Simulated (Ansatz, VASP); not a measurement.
**Two plane-wave programs on Sn**

```
Sn
1.0
     6.24824    0.00000    0.00000
    -3.12412    5.41114    0.00000
     0.00000    0.00000    4.94630
Sn
6
Direct
  0.00000 0.00000 0.00000
  0.50000 0.00000 0.50000
  0.50000 0.50000 0.50000
  0.00000 0.50000 0.50000
  0.33333 0.66667 0.00000
  0.66667 0.33333 0.00000
```

Alike in both runs: task relaxation of cell and atoms; functional PBE; k mesh 3 × 3 × 4; occupations gaussian, width 0.1 eV; no spin polarisation.

|  | VASP | Ansatz |
| --- | --- | --- |
| version | VASP 6.6.1 | Ansatz 0.2.0 |
| potentials or method | VASP PAW PBE potentials, release 64 (Sn_d), cutoff 600 eV | scalar-relativistic, plane waves, PAW |
| valence electrons in the cell | 84 | 84 |

```csv
,VASP,Ansatz,Ansatz less VASP
"gap on the k mesh at the Fermi level, each at its own relaxed structure (eV)",none,none,-
relaxed volume (Å³/atom),30.53,30.54,+0.011
relaxed length of the cell vector where the two differ most in proportion (Å),5.469,5.473,+0.0037
```

A gap of «none» marks a metal or a gap that the smearing closes.

The k mesh is coarse, so the values compare programs but aren't converged.
